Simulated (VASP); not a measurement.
# Al (Fm-3m) in VASP: further runs, part 3 of 3

VASP 6.6.1. Earlier steps stand in the parts before.

### Step 5. Single point, PBE+D3(BJ) (16.63 Å³/atom)

This run uses another cell than the first one, of 16.63 Å³/atom.

File INCAR:

```
SYSTEM = Al
PREC = Accurate ; ENCUT = 520
EDIFF = 1E-6 ; ISMEAR = 0
SIGMA = 0.15 ; LREAL = .False.
LASPH = .True. ; NELM = 80
ALGO = Normal ; ISIF = 2
LWAVE = .False. ; LCHARG = .True.
GGA = PE ; IVDW = 12
LELF = .True. ; LVHAR = .True.
NBANDS = 8
```

File KPOINTS:

```
Automatic mesh
0
Gamma
  22 22 22
  0 0 0
```

File POSCAR:

```
Al
1.0
    0.0000000000      2.0257909830      2.0257909830
    2.0257909830      0.0000000000      2.0257909830
    2.0257909830      2.0257909830      0.0000000000
Al
1
Direct
    0.0000000000      0.0000000000      0.0000000000
```

Started as:

```bash
$ cat potpaw_PBE.64/Al/POTCAR > POTCAR
$ mpirun -np 1 vasp_std > vasp.out
```

Wall time 15 s (1 thread of Intel Xeon Platinum 8488C (Sapphire Rapids), shared host); peak memory 0.16 GiB.

The run converged. Its results:

```
Free energy                : -4.0830 eV
Pressure                   : -4.0 GPa
Band gap on the k mesh     : zero (an odd number of electrons rules out a gap without spin polarisation)
Dispersion energy per atom : -0.334 eV
```

Levels at points of the mesh, in eV from the Fermi level:
```csv
k point,band 1,band 2,band 3,band 4,band 5,band 6
"(0.00, 0.00, 0.00)",-11.06,12.60,12.60,12.60,14.04,14.04
"(0.50, 0.00, 0.00)",-4.54,-4.34,11.35,11.35,11.45,11.45
"(0.50, 0.50, 0.00)",-2.88,-1.57,5.28,5.58,5.58,9.02
```

Caveat: the cell stands under tension.

### Step 6. Single point, PBE+D3(BJ) (17.47 Å³/atom)

This run uses another cell than the first one, of 17.47 Å³/atom.

File INCAR:

```
SYSTEM = Al
PREC = Accurate
ENCUT = 520
EDIFF = 1E-6
ISMEAR = 0
SIGMA = 0.15
LREAL = .FALSE.
LASPH = .TRUE.
NELM = 100
ALGO = Normal
ISIF = 2
LWAVE = .FALSE.
LCHARG = .FALSE.
GGA = PE
IVDW = 12
NBANDS = 8
```

File KPOINTS:

```
regular mesh
0
G
  22 22 22
  0 0 0
```

File POSCAR:

```
Al
1.0
    0.0000000000      2.0594251703      2.0594251703
    2.0594251703      0.0000000000      2.0594251703
    2.0594251703      2.0594251703      0.0000000000
Al
1
Direct
    0.0000000000      0.0000000000      0.0000000000
```

Potentials or basis: VASP PAW PBE potentials, release 64 (Al).

Started as:

```bash
$ cat potpaw_PBE.64/Al/POTCAR > POTCAR
$ mpirun -np 1 vasp_std > vasp.out
```

OUTCAR:

```text
SYSTEM = Al
   PREC = Accurate
   ENCUT = 520
   EDIFF = 1E-6
   ISMEAR = 0
   LREAL = .FALSE.
   LASPH = .TRUE.
   NELM = 100
   ISIF = 2
   GGA = PE
   IVDW = 12
 IVDW          = 12

 ion  position               nearest neighbor table
   1  0.000  0.000  0.000-

  LATTYP: Found a face centered cubic cell.
 ALAT       =     4.1188503406

  Lattice vectors:

 A1 = (   0.0000000000,   2.0594251703,   2.0594251703)
 A2 = (   2.0594251703,   0.0000000000,   2.0594251703)
 A3 = (   2.0594251703,   2.0594251703,   0.0000000000)

Analysis of symmetry for initial positions (statically):
=====================================================================
 Subroutine PRICEL returns:
 Original cell was already a primitive cell.

 Routine SETGRP: Setting up the symmetry group for a
 face centered cubic supercell.

 Subroutine GETGRP returns: Found 48 space group operations
 (whereof 48 operations were pure point group operations)
 out of a pool of 48 trial point group operations.

The static configuration has the point symmetry O_h .

Analysis of symmetry for dynamics (positions and initial velocities):
=====================================================================
 Subroutine PRICEL returns:
 Original cell was already a primitive cell.

 Routine SETGRP: Setting up the symmetry group for a
 face centered cubic supercell.

 Subroutine GETGRP returns: Found 48 space group operations
 (whereof 48 operations were pure point group operations)
 out of a pool of 48 trial point group operations.

The dynamic configuration has the point symmetry O_h .

 Subroutine INISYM returns: Found 48 space group operations
 (whereof 48 operations are pure point group operations),
 and found     1 'primitive' translations

----------------------------------------------------------------------------------------

                                     Primitive cell

  volume of cell :      17.4690

[... 109 lines left out ...]
  Thomas-Fermi vector in A             =   2.034074
   LORBIT       =      0    0 simple, 1 ext, 2 COOP (PROOUT), +10 PAW based schemes
   GGA     = PE    functional components
   LHFCALC =     F    Hartree Fock is set to
   AEXX    =    0.0000 exact exchange contribution
   IVDW    =    12    specifies the selected vdW correction
   LEPSILON=     F    determine dielectric tensor
   LRPA    =     F    only Hartree local field effects (RPA)
 non-spin polarized calculation
 Gauss-broadening in eV      SIGMA  =   0.15
  energy-cutoff  :      520.00
  volume of cell :       17.47
 maximum number of plane-waves:       495
 NGX is ok and might be reduce to    24
   NGX = 11   NGY = 11   NGZ = 11

 number of electron       3.0000000 magnetization

 Free energy of the ion-electron system (eV)
  ---------------------------------------------------
  ext. energy  EPLUGINS =         0.00000000
  ---------------------------------------------------
  free energy    TOTEN  =        -3.73689283 eV

  energy without entropy =       -3.73295047  energy(sigma->0) =       -3.73492165

 E-fermi :   7.3895     XC(G=0):  -9.9918

 val. band max:        7.3762304751   @ k =   0.5000   0.2727   0.0455
 cond. band min:       7.4425653675   @ k =  -0.4545   0.3636   0.0000
 fundamental gap:      0.0663348925
 Fermi energy:         7.3895117767

 k-point     1 :       0.0000    0.0000    0.0000
  band No.  band energies     occupation
      1      -3.3284      2.00000
      2      19.7252      0.00000
      3      19.7252      0.00000
      4      19.7252      0.00000
      5      20.7962      0.00000
      6      20.7962      0.00000
      7      20.7962      0.00000
      8      23.4764      0.00000
[... 243 lines left out ...]
 k-point    24 :      -0.4545    0.0455    0.0000
  band No.  band energies     occupation
      1       2.3868      2.00000
      2       3.9102      2.00000
      3      16.9359      0.00000
      4      17.7706      0.00000
      5      19.0651      0.00000
      6      19.2082      0.00000
      7      22.2065      0.00000
      8      23.0187      0.00000

 [... further k-points ...]

------------------------ aborting loop because EDIFF is reached ----------------------------------------

 Edisp (eV)   -0.31699

 E8    (eV) :    -0.1416

  FORCE on cell =-STRESS in cart. coord.  units (eV):
  Direction    XX          YY          ZZ          XY          YZ          ZX
  --------------------------------------------------------------------------------------
  -------------------------------------------------------------------------------------
  Total      -0.75854    -0.75854    -0.75854    -0.00000    -0.00000     0.00000
  in kB     -69.56957   -69.56957   -69.56957    -0.00000    -0.00000     0.00000
  external pressure =      -69.57 kB  Pullay stress =        0.00 kB

 VOLUME and BASIS-vectors are now :
 -----------------------------------------------------------------------------
  energy-cutoff  :      520.00
  volume of cell :       17.47
      direct lattice vectors                 reciprocal lattice vectors
     0.000000000  2.059425170  2.059425170    -0.242786195  0.242786195  0.242786195
     2.059425170  0.000000000  2.059425170     0.242786195 -0.242786195  0.242786195
     2.059425170  2.059425170  0.000000000     0.242786195  0.242786195 -0.242786195

 POSITION                                       TOTAL-FORCE (eV/Angst)
 -----------------------------------------------------------------------------------
      0.00000      0.00000      0.00000         0.000000      0.000000      0.000000
 -----------------------------------------------------------------------------------
    total drift:                                0.000000     -0.000000     -0.000000

  FREE ENERGIE OF THE ION-ELECTRON SYSTEM (eV)
  ---------------------------------------------------
  free  energy   TOTEN  =        -4.0538808664 eV

  energy  without entropy=       -4.0499385027  energy(sigma->0) =       -4.05190968
```

OSZICAR:

```text
N       E                     dE             d eps       ncg     rms          rms(c)
DAV:   1    -0.250461755189E+01   -0.25046E+01   -0.83131E+02  5272   0.201E+02
DAV:   2    -0.375101242759E+01   -0.12464E+01   -0.12136E+01  7248   0.178E+01
DAV:   3    -0.375854602410E+01   -0.75336E-02   -0.75302E-02  6920   0.149E+00
DAV:   4    -0.375856377850E+01   -0.17754E-04   -0.17755E-04  8024   0.626E-02
DAV:   5    -0.375856382928E+01   -0.50777E-07   -0.51162E-07  7000   0.178E-03    0.121E+00
DAV:   6    -0.374603436590E+01    0.12529E-01   -0.19294E-03  6896   0.208E-01    0.707E-01
DAV:   7    -0.373690135019E+01    0.91330E-02   -0.57404E-03  6728   0.337E-01    0.138E-01
DAV:   8    -0.373689461720E+01    0.67330E-05   -0.14713E-05  7512   0.274E-02    0.701E-03
DAV:   9    -0.373689327168E+01    0.13455E-05   -0.92599E-07  7360   0.407E-03    0.776E-04
DAV:  10    -0.373689283165E+01    0.44003E-06   -0.44142E-09  4528   0.454E-04
   1 F= -.40538809E+01 E0= -.40519097E+01  d E =-.394236E-02
```

Run time: 15 s. Hardware: 1 thread of Intel Xeon Platinum 8488C (Sapphire Rapids), shared host; peak memory 0.17 GiB.

Results:

```yaml
Free_energy: -4.0539 eV
Pressure: -7.0 GPa
Band_gap_on_the_k_mesh: zero (an odd number of electrons rules out a gap without spin polarisation)
Dispersion_energy_per_atom: -0.317 eV
```

Caveat: the cell stands under tension.

### Step 7. The runs side by side

| cell | gap on the mesh (eV) | pressure (GPa) |
| --- | --- | --- |
| a = 2.657 Å, angles 60.0°, 1 atom | none | 22.3 |
| a = 2.712 Å, angles 60.0°, 1 atom | none | 12.6 |
| a = 2.765 Å, angles 60.0°, 1 atom | none | 5.4 |
| a = 2.865 Å, angles 60.0°, 1 atom | none | -4.0 |
| a = 2.912 Å, angles 60.0°, 1 atom | none | -7.0 |

Alike in all rows: task single point; level PBE+D3(BJ); potentials or basis VASP PAW PBE potentials, release 64 (Al); no spin polarisation; k mesh 22 × 22 × 22; cutoff (eV) 520; smearing gaussian 0.15 eV.

Caveats: the cell stands under pressure (at least some runs); the cell stands under tension (at least some runs).

Absolute energies hang on the potentials; compare differences alone.

The gap in the log of VASP goes by the Fermi energy; the results here count the filled bands.